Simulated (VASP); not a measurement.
# Cu3Ni2 (P-6m2) in VASP: single point with r2SCAN

Aim: the single point of Cu3Ni2 with r2SCAN.

Program: VASP 6.6.1. These are calculated values, not measurements. Logs are shortened: lines on timing, memory, paths and dates and some standing lists are left out, and cuts for length are marked.

## (1) The cell of the first run

It takes space group P-6m2 (No. 187, hexagonal). The conventional cell has a = 2.517 Å, b = 2.517 Å, c = 20.882 Å, α = 90.00°, β = 90.00°, γ = 120.00°. Within 3.3 Å of Cu (site symmetry -6m2) lie 12 Cu at 2.52 to 2.58 Å. Cu (site symmetry 3m) has 6 Cu at 2.52 Å and 6 Ni at 2.53 to 2.54 Å within 3.3 Å. Cu (site symmetry 3m) has 9 Cu at 2.52 to 2.58 Å and 3 Ni at 2.53 Å within 3.3 Å. Within 3.3 Å of Cu (site symmetry -6m2) lie 6 Cu at 2.52 Å and 6 Ni at 2.54 Å. Within 3.3 Å of Ni (site symmetry 3m) lie 6 Ni at 2.52 Å and 6 Cu at 2.53 to 2.54 Å. Within 3.3 Å of Ni (site symmetry 3m) lie 6 Ni at 2.52 Å and 6 Cu at 2.53 to 2.54 Å.

## (2) Single point, r2SCAN

Contents of POSCAR:

```
Cu3Ni2
1.0
    2.5168841107     -0.0000000028      0.0000000000
   -1.2584420529      2.1796855797      0.0000000000
    0.0000000000      0.0000000000     20.8819375268
Cu Ni
6 4
Direct
    0.3333333333      0.6666666667      0.0000000000
    0.6666666667      0.3333333333      0.6989853801
    0.6666666667      0.3333333333      0.8978381044
    0.6666666667      0.3333333333      0.1021618956
    0.6666666667      0.3333333333      0.3010146199
    0.6666666667      0.3333333333      0.5000000000
    0.3333333333      0.6666666667      0.5995146131
    0.3333333333      0.6666666667      0.7986203889
    0.3333333333      0.6666666667      0.2013796111
    0.3333333333      0.6666666667      0.4004853869
```

Contents of INCAR.step1:

```
  PREC = Accurate
  ENCUT = 520
  ISMEAR = 0
  SIGMA = 0.1
  LREAL = F
  LASPH = T
  NELM = 60
  NBANDS = 64
  GGA = PE
  ALGO = Normal
  EDIFF = 1E-4
  LWAVE = T
  LCHARG = F
```

Contents of INCAR.step2:

```
  PREC = Accurate
  ENCUT = 520
  EDIFF = 1E-6
  ISMEAR = 0
  SIGMA = 0.1
  LREAL = F
  LASPH = T
  NELM = 60
  ALGO = Normal
  ISIF = 2
  LWAVE = F
  LCHARG = F
  METAGGA = R2SCAN
  LMIXTAU = T
  NBANDS = 64
  ISTART = 1
```

Contents of KPOINTS:

```
Automatic mesh
0
Gamma
  18 18 2
```

Potentials or basis: VASP PAW PBE potentials, release 64 (Cu, Ni).

Started as:

```sh
cat potpaw_PBE.64/Cu/POTCAR potpaw_PBE.64/Ni/POTCAR > POTCAR
cp INCAR.step1 INCAR
mpirun -np 1 vasp_std > vasp.out
cp INCAR.step2 INCAR
mpirun -np 1 vasp_std > vasp.out
```

OUTCAR:

```text
PREC = Accurate
   ENCUT = 520
   EDIFF = 1E-6
   ISMEAR = 0
   LREAL = F
   LASPH = T
   NELM = 60
   ISIF = 2
   METAGGA = R2SCAN
   ISTART = 1

 ion  position               nearest neighbor table
   1  0.333  0.667  0.000-   3 2.58   4 2.58   3 2.58   4 2.58   3 2.58   4 2.58
   2  0.667  0.333  0.699-   7 2.53   7 2.53   7 2.53   8 2.54   8 2.54   8 2.54
   3  0.667  0.333  0.898-   8 2.53   8 2.53   8 2.53   1 2.58   1 2.58   1 2.58
   4  0.667  0.333  0.102-   9 2.53   9 2.53   9 2.53   1 2.58   1 2.58   1 2.58
   5  0.667  0.333  0.301-  10 2.53  10 2.53  10 2.53   9 2.54   9 2.54   9 2.54
   6  0.667  0.333  0.500-   7 2.54  10 2.54   7 2.54  10 2.54   7 2.54  10 2.54
   7  0.333  0.667  0.600-   2 2.53   2 2.53   2 2.53   6 2.54   6 2.54   6 2.54
   8  0.333  0.667  0.799-   3 2.53   3 2.53   3 2.53   2 2.54   2 2.54   2 2.54
   9  0.333  0.667  0.201-   4 2.53   4 2.53   4 2.53   5 2.54   5 2.54   5 2.54
  10  0.333  0.667  0.400-   5 2.53   5 2.53   5 2.53   6 2.54   6 2.54   6 2.54

  LATTYP: Found a hexagonal cell.
 ALAT       =     2.5168841107
 C/A-ratio  =     8.2967417681

  Lattice vectors:

 A1 = (   2.5168841107,  -0.0000000028,   0.0000000000)
 A2 = (  -1.2584420529,   2.1796855797,   0.0000000000)
 A3 = (   0.0000000000,   0.0000000000,  20.8819375268)

Analysis of symmetry for initial positions (statically):
=====================================================================
 Subroutine PRICEL returns:
 Original cell was already a primitive cell.

 Routine SETGRP: Setting up the symmetry group for a
 hexagonal supercell.

 Subroutine GETGRP returns: Found 12 space group operations
 (whereof 12 operations were pure point group operations)
 out of a pool of 24 trial point group operations.

The static configuration has the point symmetry D_3h.

Analysis of symmetry for dynamics (positions and initial velocities):
=====================================================================
 Subroutine PRICEL returns:
 Original cell was already a primitive cell.

 Routine SETGRP: Setting up the symmetry group for a
 hexagonal supercell.

 Subroutine GETGRP returns: Found 12 space group operations
 (whereof 12 operations were pure point group operations)
 out of a pool of 24 trial point group operations.

The dynamic configuration has the point symmetry D_3h.

 Subroutine INISYM returns: Found 12 space group operations
 (whereof 12 operations are pure point group operations),
 and found     1 'primitive' translations

----------------------------------------------------------------------------------------

                                     Primitive cell

  volume of cell :     114.5586

  direct lattice vectors                    reciprocal lattice vectors
     2.516884111 -0.000000003  0.000000000     0.397316665  0.229390883  0.000000000
    -1.258442053  2.179685580  0.000000000     0.000000001  0.458781766  0.000000000
     0.000000000  0.000000000 20.881937527     0.000000000  0.000000000  0.047888277

  length of vectors
     2.516884111  2.516884111 20.881937527     0.458781766  0.458781766  0.047888277

  position of ions in fractional coordinates (direct lattice)
     0.333333333  0.666666667  0.000000000
     0.666666667  0.333333333  0.698985380
     0.666666667  0.333333333  0.897838104
     0.666666667  0.333333333  0.102161896
     0.666666667  0.333333333  0.301014620
     0.666666667  0.333333333  0.500000000
     0.333333333  0.666666667  0.599514613
     0.333333333  0.666666667  0.798620389
     0.333333333  0.666666667  0.201379611
     0.333333333  0.666666667  0.400485387

  ion indices of the primitive-cell ions
   primitive index   ion index
                 1           1
                 2           2
                 3           3
                 4           4
                 5           5
                 6           6
                 7           7
                 8           8
                 9           9
                10          10

----------------------------------------------------------------------------------------

 KPOINTS: Automatic mesh

Automatic generation of k-mesh.
 Grid dimensions read from file:
 generate k-points for:   18   18    2

 Generating k-lattice:

  Cartesian coordinates                     Fractional coordinates (reciprocal lattice)
     0.022073148  0.012743938  0.000000000     0.055555556  0.000000000  0.000000000
     0.000000000  0.025487876  0.000000000     0.000000000  0.055555556  0.000000000
     0.000000000  0.000000000  0.023944138     0.000000000  0.000000000  0.500000000

  Length of vectors
     0.025487876  0.025487876  0.023944138

  Shift w.r.t. Gamma in fractional coordinates (k-lattice)
     0.000000000  0.000000000  0.000000000

 Subroutine IBZKPT returns following result:
 ===========================================

 Found     74 irreducible k-points:

 Following reciprocal coordinates:
            Coordinates               Weight
  0.000000  0.000000  0.000000      1.000000
  0.055556 -0.000000  0.000000      6.000000
  0.111111 -0.000000  0.000000      6.000000
  0.166667  0.000000  0.000000      6.000000
  0.222222  0.000000  0.000000      6.000000
  0.277778  0.000000  0.000000      6.000000
[... 16 lines left out ...]
  0.333333  0.111111  0.000000     12.000000
  0.388889  0.111111  0.000000     12.000000
 [... further k-points ...]
   k-points           NKPTS =     74   k-points in BZ     NKDIM =     74   number of bands    NBANDS=     64
   number of dos      NEDOS =    301   number of ions     NIONS =     10
   total plane-waves  NPLWV =  64000
   dimension x,y,z NGX =    20 NGY =   20 NGZ =  160
   dimension x,y,z NGXF=    40 NGYF=   40 NGZF=  320
   ions per type =               6   4
   NGX,Y,Z   is equivalent  to a cutoff of  13.21, 13.21, 12.74 a.u.
   NGXF,Y,Z  is equivalent  to a cutoff of  26.42, 26.42, 25.48 a.u.
 SYSTEM =  unknown system
   PREC   = accura    normal or accurate (medium, high low for compatibility)
   ISTART =      1    job   : 0-new  1-cont  2-samecut
   ICHARG =      0    charge: 1-file 2-atom 10-const
   ISPIN  =      1    spin polarized calculation?
   LNONCOLLINEAR =      F non collinear calculations
   LSORBIT =      F    spin-orbit coupling
   LASPH  =      T    aspherical Exc in radial PAW
   ENCUT  =  520.0 eV  38.22 Ry    6.18 a.u.   4.68  4.68 38.83*2*pi/ulx,y,z
   NELM   =     60;   NELMIN=  2; NELMDL=  0     # of ELM steps
   EDIFF  = 0.1E-05   stopping-criterion for ELM
   LREAL  =      F    real-space projection
   EDIFFG = 0.1E-04   stopping-criterion for IOM
   NSW    =      0    number of steps for IOM
   IBRION =     -1    ionic relax: 0-MD 1-quasi-New 2-CG
   NFREE  =      0    steps in history (QN), initial steepest desc. (CG)
   ISIF   =      2    stress and relaxation
   ISYM   =      2    0-nonsym 1-usesym 2-fastsym
   POTIM  = 0.5000    time-step for ionic-motion
   TEBEG  =    0.0;   TEEND  =   0.0 temperature during run
   PSTRESS=    0.0 pullay stress
   NELECT =     106.0000    total number of electrons
   NUPDOWN=      -1.0000    fix difference up-down
   EMIN   =  10.00;   EMAX   =-10.00  energy-range for DOS
   EFERMI =   0.00;   METHOD = LEGACY
   ISMEAR =     0;   SIGMA  =   0.10  broadening in eV -4-tet -1-fermi 0-gaus
   EFERMI_NEDOS =   21; number of points for ismear=-14 and -15
   IALGO  =     38    algorithm
   IMIX   =      4    mixing-type and parameters
     AMIX     =   0.40;   BMIX     =  1.00
     AMIX_MAG =   1.60;   BMIX_MAG =  1.00
  volume/ion in A,a.u.               =      11.46        77.31
  Fermi-wavevector in a.u.,A,eV,Ry     =   1.595270  3.014623 34.625276  2.544886
  Thomas-Fermi vector in A             =   2.693215
   LORBIT       =      0    0 simple, 1 ext, 2 COOP (PROOUT), +10 PAW based schemes
   METAGGA = R2SCAN    functional components
   LHFCALC =     F    Hartree Fock is set to
   AEXX    =    0.0000 exact exchange contribution
   IVDW    =     0    specifies the selected vdW correction
   LEPSILON=     F    determine dielectric tensor
   LRPA    =     F    only Hartree local field effects (RPA)
 non-spin polarized calculation
 Gauss-broadening in eV      SIGMA  =   0.10
  energy-cutoff  :      520.00
  volume of cell :      114.56
 maximum number of plane-waves:      3125
 NGX is ok and might be reduce to    20
   NGX =  9   NGY =  9   NGZ = 77

 number of electron     105.9999981 magnetization

 Free energy of the ion-electron system (eV)
  ---------------------------------------------------
  ext. energy  EPLUGINS =         0.00000000
  ---------------------------------------------------
  free energy    TOTEN  =      -112.21531761 eV

  energy without entropy =     -112.18015025  energy(sigma->0) =     -112.19773393

 E-fermi :   7.8565     XC(G=0): -13.9513

 val. band max:        7.8517194062   @ k =   0.2778   0.1111   0.5000
 cond. band min:       7.8604131712   @ k =   0.2778   0.1111   0.5000
 fundamental gap:      0.0086937650
 Fermi energy:         7.8564742632

 k-point     1 :       0.0000    0.0000    0.0000
  band No.  band energies     occupation
      1      -1.5854      2.00000
      2      -1.1411      2.00000
      3      -1.0357      2.00000
      4      -0.0505      2.00000
      5      -0.0320      2.00000
      6       1.4330      2.00000
[... 56 lines left out ...]
     63      15.0048      0.00000
     64      18.9850      0.00000

 k-point     2 :       0.0556   -0.0000    0.0000
  band No.  band energies     occupation
      1      -1.4780      2.00000
      2      -1.0345      2.00000
      3      -0.9294      2.00000
      4       0.0506      2.00000
      5       0.0687      2.00000
      6       1.5240      2.00000
[... 56 lines left out ...]
     63      15.0653      0.00000
     64      19.0676      0.00000

 k-point     3 :       0.1111   -0.0000    0.0000
  band No.  band energies     occupation
      1      -1.1592      2.00000
      2      -0.7184      2.00000
      3      -0.6145      2.00000
      4       0.3483      2.00000
      5       0.3651      2.00000
      6       1.7879      2.00000
[... 1396 lines left out ...]
     63      15.2150      0.00000
     64      15.8226      0.00000

 k-point    24 :       0.3889    0.1111    0.0000
  band No.  band energies     occupation
      1       2.9299      2.00000
      2       3.0364      2.00000
      3       3.2551      2.00000
      4       3.3202      2.00000
      5       3.3318      2.00000
      6       3.3984      2.00000
[... 56 lines left out ...]
     63      14.7455      0.00000
     64      14.7639      0.00000

 [... further k-points ...]
[... 5 lines left out ...]
  --------------------------------------------------------------------------------------
  -------------------------------------------------------------------------------------
  Total       -4.7298303     -4.7298303     -4.7157576     -0.0000000     -0.0000000     -0.0000000
  in kB      -66.1497610    -66.1497610    -65.9529445     -0.0000000     -0.0000000     -0.0000000
  external PRESSURE =     -66.0841555 kB  Pullay stress =       0.0000000 kB

 VOLUME and BASIS-vectors are now :
 -----------------------------------------------------------------------------
  energy-cutoff  :      520.00
  volume of cell :      114.56
      direct lattice vectors                 reciprocal lattice vectors
     2.516884111 -0.000000003  0.000000000     0.397316665  0.229390883  0.000000000
    -1.258442053  2.179685580  0.000000000     0.000000001  0.458781766  0.000000000
     0.000000000  0.000000000 20.881937527     0.000000000  0.000000000  0.047888277

 POSITION                                       TOTAL-FORCE (eV/Angst)
 -----------------------------------------------------------------------------------
      0.00000      1.45312      0.00000         0.000000     -0.000000      0.000000
      1.25844      0.72656     14.59617         0.000000      0.000000     -0.000106
      1.25844      0.72656     18.74860         0.000000     -0.000000     -0.033395
      1.25844      0.72656      2.13334         0.000000     -0.000000      0.033395
      1.25844      0.72656      6.28577         0.000000      0.000000      0.000106
      1.25844      0.72656     10.44097         0.000000     -0.000000      0.000000
      0.00000      1.45312     12.51903        -0.000000      0.000000     -0.003309
      0.00000      1.45312     16.67674         0.000000      0.000000      0.002457
      0.00000      1.45312      4.20520         0.000000      0.000000     -0.002457
      0.00000      1.45312      8.36291        -0.000000      0.000000      0.003309
 -----------------------------------------------------------------------------------
    total drift:                               -0.000022      0.000013     -0.000000

  FREE ENERGIE OF THE ION-ELECTRON SYSTEM (eV)
  ---------------------------------------------------
  free  energy   TOTEN  =      -112.2153176084 eV

  energy  without entropy=     -112.1801502478  energy(sigma->0) =     -112.19773393
```

Wall time 28 min (1 thread of Intel Xeon 6975P-C (Granite Rapids), shared host); peak memory 0.55 GiB.

What came out:

```yaml
Free_energy: -112.2153 eV
Pressure: -6.6 GPa
Largest_force: 0.033 eV/Å
Band_gap_on_the_k_mesh: zero (bands 53 and 54 overlap by 4.74 eV)
```

Forces on the atoms (eV/Å):
```
Cu   0.000  0.000  0.000
Cu   0.000  0.000  0.000
Cu   0.000  0.000 -0.033
Cu   0.000  0.000  0.033
Cu   0.000  0.000  0.000
Cu   0.000  0.000  0.000
Ni   0.000  0.000 -0.003
Ni   0.000  0.000  0.002
Ni   0.000  0.000 -0.002
Ni   0.000  0.000  0.003
```

Caveat: the cell stands under tension; the PAW data sets were made with another functional, which shifts forces and pressure a little. Spin polarisation is off, so any magnetic state and its effect on volume and gap are missing.
